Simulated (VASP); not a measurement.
# BaTe (Pm-3m) in VASP: further runs, part 2 of 2

VASP 6.6.1.

### 3 Single point, r2SCAN

File POSCAR:

```
BaTe
1.0
    4.2448181569      0.0000000000      0.0000000000
    0.0000000000      4.2448181569      0.0000000000
    0.0000000000      0.0000000000      4.2448181569
Ba Te
1 1
Direct
    0.0000000000      0.0000000000      0.0000000000
    0.5000000000      0.5000000000      0.5000000000
```

File INCAR.step1:

```
SYSTEM = BaTe
  ALGO = Normal
  EDIFF = 1E-4
  ENCUT = 520
  GGA = PE
  ISMEAR = 1
  LASPH = .TRUE.
  LCHARG = .FALSE.
  LREAL = .FALSE.
  LWAVE = .TRUE.
  NBANDS = 15
  NELM = 100
  PREC = Accurate
  SIGMA = 0.161
```

File INCAR.step2:

```
SYSTEM = BaTe
  ALGO = Normal
  EDIFF = 1E-6
  ENCUT = 520
  ISIF = 2
  ISMEAR = 1
  ISTART = 1
  LASPH = .TRUE.
  LCHARG = .FALSE.
  LMIXTAU = .TRUE.
  LREAL = .FALSE.
  LWAVE = .FALSE.
  METAGGA = R2SCAN
  NBANDS = 15
  NELM = 100
  PREC = Accurate
  SIGMA = 0.161
```

File KPOINTS:

```
k-points
0
G
  4 4 4
  0 0 0
```

Potentials or basis: VASP PAW PBE potentials, release 64 (Ba_sv, Te).

Run with:

```sh
$ cat potpaw_PBE.64/Ba_sv/POTCAR potpaw_PBE.64/Te/POTCAR > POTCAR
$ cp INCAR.step1 INCAR
$ mpirun -np 1 vasp_std > vasp.out
$ cp INCAR.step2 INCAR
$ mpirun -np 1 vasp_std > vasp.out
```

OUTCAR:

```text
SYSTEM = BaTe
   EDIFF = 1E-6
   ENCUT = 520
   ISIF = 2
   ISMEAR = 1
   ISTART = 1
   LASPH = .TRUE.
   LREAL = .FALSE.
   METAGGA = R2SCAN
   NELM = 100
   PREC = Accurate

 ion  position               nearest neighbor table
   1  0.000  0.000  0.000-   2 3.68   2 3.68   2 3.68   2 3.68   2 3.68   2 3.68   2 3.68   2 3.68

   2  0.500  0.500  0.500-   1 3.68   1 3.68   1 3.68   1 3.68   1 3.68   1 3.68   1 3.68   1 3.68

  LATTYP: Found a simple cubic cell.
 ALAT       =     4.2448181569

  Lattice vectors:

 A1 = (   4.2448181569,   0.0000000000,   0.0000000000)
 A2 = (   0.0000000000,   4.2448181569,   0.0000000000)
 A3 = (   0.0000000000,   0.0000000000,   4.2448181569)

Analysis of symmetry for initial positions (statically):
=====================================================================
 Subroutine PRICEL returns:
 Original cell was already a primitive cell.

 Routine SETGRP: Setting up the symmetry group for a
 simple cubic supercell.

 Subroutine GETGRP returns: Found 48 space group operations
 (whereof 48 operations were pure point group operations)
 out of a pool of 48 trial point group operations.

The static configuration has the point symmetry O_h .

Analysis of symmetry for dynamics (positions and initial velocities):
=====================================================================
 Subroutine PRICEL returns:
 Original cell was already a primitive cell.

 Routine SETGRP: Setting up the symmetry group for a
 simple cubic supercell.

 Subroutine GETGRP returns: Found 48 space group operations
 (whereof 48 operations were pure point group operations)
 out of a pool of 48 trial point group operations.

The dynamic configuration has the point symmetry O_h .

 Subroutine INISYM returns: Found 48 space group operations
 (whereof 48 operations are pure point group operations),
 and found     1 'primitive' translations

[... 108 lines left out ...]
   LEPSILON=     F    determine dielectric tensor
   LRPA    =     F    only Hartree local field effects (RPA)
 non-spin polarized calculation
 Methfessel and Paxton  Order N= 1 SIGMA  =   0.16
  energy-cutoff  :      520.00
  volume of cell :       76.49
 maximum number of plane-waves:      2103
 NGX is ok and might be reduce to    32
   NGX = 15   NGY = 15   NGZ = 15

 number of electron      15.9999999 magnetization

 Free energy of the ion-electron system (eV)
  ---------------------------------------------------
  ext. energy  EPLUGINS =         0.00000000
  ---------------------------------------------------
  free energy    TOTEN  =       -55.64474514 eV

  energy without entropy =      -55.64518376  energy(sigma->0) =      -55.64489135

 E-fermi :   3.8997     XC(G=0):  -9.2267

 val. band max:        3.7642239067   @ k =   0.5000   0.5000   0.0000
 cond. band min:       4.8516019934   @ k =   0.0000   0.0000   0.0000
 fundamental gap:      1.0873780866
 Fermi energy:         3.8997467421

 k-point     1 :       0.0000    0.0000    0.0000
  band No.  band energies     occupation
      1     -25.2508      2.00000
      2      -9.8629      2.00000
      3      -9.8629      2.00000
      4      -9.8629      2.00000
      5      -6.9477      2.00000
      6       3.3826      2.00005
      7       3.3826      2.00005
      8       3.3826      2.00005
      9       4.8516     -0.00000
     10       4.8516     -0.00000
     11       6.9700     -0.00000
     12       8.7593      0.00000
     13       8.7593      0.00000
     14       8.7593      0.00000
[... 149 lines left out ...]
      2     -10.1337      2.00000
      3     -10.1337      2.00000
      4     -10.1337      2.00000
      5      -5.9247      2.00000
      6       0.7749      2.00000
      7       0.7749      2.00000
      8       0.7749      2.00000
      9       9.0309      0.00000
     10       9.0309      0.00000
     11       9.0309      0.00000
     12      10.5630      0.00000
     13      10.5684      0.00000
     14      10.6193      0.00000
     15      10.6193      0.00000

------------------------ aborting loop because EDIFF is reached ----------------------------------------

  FORCE on cell =-STRESS in cart. coord.  units (eV):
  Direction    XX          YY          ZZ          XY          YZ          ZX
  --------------------------------------------------------------------------------------
  -------------------------------------------------------------------------------------
  Total        0.2637781      0.2637781      0.2637781     -0.0000000      0.0000000      0.0000000
  in kB        5.5255053      5.5255053      5.5255053     -0.0000000      0.0000000      0.0000000
  external PRESSURE =       5.5255053 kB  Pullay stress =       0.0000000 kB

 VOLUME and BASIS-vectors are now :
 -----------------------------------------------------------------------------
  energy-cutoff  :      520.00
  volume of cell :       76.49
      direct lattice vectors                 reciprocal lattice vectors
     4.244818157  0.000000000  0.000000000     0.235581352  0.000000000  0.000000000
     0.000000000  4.244818157  0.000000000     0.000000000  0.235581352  0.000000000
     0.000000000  0.000000000  4.244818157     0.000000000  0.000000000  0.235581352

 POSITION                                       TOTAL-FORCE (eV/Angst)
 -----------------------------------------------------------------------------------
      0.00000      0.00000      0.00000         0.000000      0.000000      0.000000
      2.12241      2.12241      2.12241         0.000000      0.000000      0.000000
 -----------------------------------------------------------------------------------
    total drift:                                0.000000      0.000000     -0.000000

  FREE ENERGIE OF THE ION-ELECTRON SYSTEM (eV)
  ---------------------------------------------------
  free  energy   TOTEN  =       -55.6447451436 eV

  energy  without entropy=      -55.6451837609  energy(sigma->0) =      -55.64489135
```

OUTCAR.step1:

```text
SYSTEM = BaTe
   EDIFF = 1E-4
   ENCUT = 520
   GGA = PE
   ISMEAR = 1
   LASPH = .TRUE.
   LREAL = .FALSE.
[... 385 lines left out ...]
      0.00000      0.00000      0.00000         0.000000      0.000000      0.000000
      2.12241      2.12241      2.12241         0.000000      0.000000      0.000000
 -----------------------------------------------------------------------------------
    total drift:                                0.000000      0.000000     -0.000000

  FREE ENERGIE OF THE ION-ELECTRON SYSTEM (eV)
  ---------------------------------------------------
  free  energy   TOTEN  =        -8.2506731694 eV

  energy  without entropy=       -8.2511119070  energy(sigma->0) =       -8.25081942
```

Wall time 1.8 min (1 thread of Intel Xeon 8259CL, shared host); peak memory 0.19 GiB.

What came out:

```
Free energy            : -55.6447 eV
Pressure               : 0.6 GPa
Band gap on the k mesh : 1.09 eV, indirect (least direct gap 1.37 eV)
```

Levels at points of the mesh, in eV from the valence-band top:
| k point | band 5 | band 6 | band 7 | band 8 | band 9 | band 10 | band 11 | band 12 |
| --- | --- | --- | --- | --- | --- | --- | --- | --- |
| (0.00, 0.00, 0.00) | -10.71 | -0.38 | -0.38 | -0.38 | 1.09 | 1.09 | 3.21 | 5.00 |
| (0.50, 0.00, 0.00) | -9.90 | -3.43 | -0.88 | -0.88 | 1.92 | 5.31 | 5.38 | 5.43 |
| (0.50, 0.50, 0.00) | -10.11 | -2.11 | -2.11 | 0.00 | 1.37 | 3.04 | 3.30 | 3.30 |
| (0.50, 0.50, 0.50) | -9.69 | -2.99 | -2.99 | -2.99 | 5.27 | 5.27 | 5.27 | 6.80 |

Caveat: the PAW data sets were made with another functional, which shifts forces and pressure a little; spin-orbit coupling is left out, which moves the levels of the heavy elements. r2SCAN opens gaps a little over a GGA but as a rule still falls short of measured ones.

### 4 Single point, r2SCAN

POSCAR is that of step 3.

File INCAR.step1:

```
ALGO     = Normal         # electronic algorithm
EDIFF    = 1E-4           # SCF threshold, eV
ENCUT    = 520            # plane-wave cutoff, eV
GGA      = PE             # functional
ISMEAR   = 0              # smearing method
LASPH    = True           # aspherical terms in the spheres
LCHARG   = False          # write CHGCAR
LREAL    = False          # projectors in reciprocal space
LWAVE    = True           # write WAVECAR
NBANDS   = 15             # bands
NELM     = 60             # most SCF steps
PREC     = Accurate       # precision mode
SIGMA    = 0.01           # smearing width, eV
```

File INCAR.step2:

```
ALGO     = Normal         # electronic algorithm
EDIFF    = 1E-6           # SCF threshold, eV
ENCUT    = 520            # plane-wave cutoff, eV
ISIF     = 2              # what is computed and relaxed
ISMEAR   = 0              # smearing method
ISTART   = 1            
LASPH    = True           # aspherical terms in the spheres
LCHARG   = False          # write CHGCAR
LMIXTAU  = True         
LREAL    = False          # projectors in reciprocal space
LWAVE    = False          # write WAVECAR
METAGGA  = R2SCAN         # meta-GGA
NBANDS   = 15             # bands
NELM     = 60             # most SCF steps
PREC     = Accurate       # precision mode
SIGMA    = 0.01           # smearing width, eV
```

File KPOINTS:

```
k-points
0
Gamma
  4 4 4
```

Run with:

```sh
$ cat potpaw_PBE.64/Ba_sv/POTCAR potpaw_PBE.64/Te/POTCAR > POTCAR
$ cp INCAR.step1 INCAR
$ mpirun -np 1 vasp_std > vasp.out
$ cp INCAR.step2 INCAR
$ mpirun -np 1 vasp_std > vasp.out
```

Run time: 1.7 min. Hardware: 1 thread of Intel Xeon 8259CL, shared host; peak memory 0.19 GiB.

Results (log left out):

```
Free energy            : -55.6452 eV
Pressure               : 0.6 GPa
Band gap on the k mesh : 1.09 eV, indirect (least direct gap 1.37 eV)
```

Levels at points of the mesh, in eV from the valence-band top:
| k point | band 6 | band 7 | band 8 | band 9 | band 10 | band 11 |
| --- | --- | --- | --- | --- | --- | --- |
| (0.00, 0.00, 0.00) | -0.38 | -0.38 | -0.38 | 1.09 | 1.09 | 3.21 |
| (0.50, 0.00, 0.00) | -3.43 | -0.88 | -0.88 | 1.92 | 5.31 | 5.38 |
| (0.50, 0.50, 0.00) | -2.11 | -2.11 | 0.00 | 1.37 | 3.04 | 3.30 |
| (0.50, 0.50, 0.50) | -2.99 | -2.99 | -2.99 | 5.27 | 5.27 | 5.27 |

Caveat: the PAW data sets were made with another functional, which shifts forces and pressure a little; spin-orbit coupling is left out, which moves the levels of the heavy elements. A k mesh can miss the band edges.

### 5 Summary

| smearing | gap on the mesh (eV) | pressure (GPa) |
| --- | --- | --- |
| gaussian 0.5 eV | 1.09 | 0.5 |
| methfessel-paxton 0.161 eV | 1.09 | 0.6 |
| gaussian 0.01 eV | 1.09 | 0.6 |

Alike in all rows: task single point; level r2SCAN; potentials or basis VASP PAW PBE potentials, release 64 (Ba_sv, Te); no spin polarisation; cell as given; k mesh 4 × 4 × 4; cutoff (eV) 520.

On the cell as given the gap runs from 1.09 eV (r2SCAN) to 1.09 eV (r2SCAN).

Caveats: the PAW data sets were made with another functional, which shifts forces and pressure a little; spin-orbit coupling is left out, which moves the levels of the heavy elements.

Absolute energies hang on the potentials; compare differences alone.
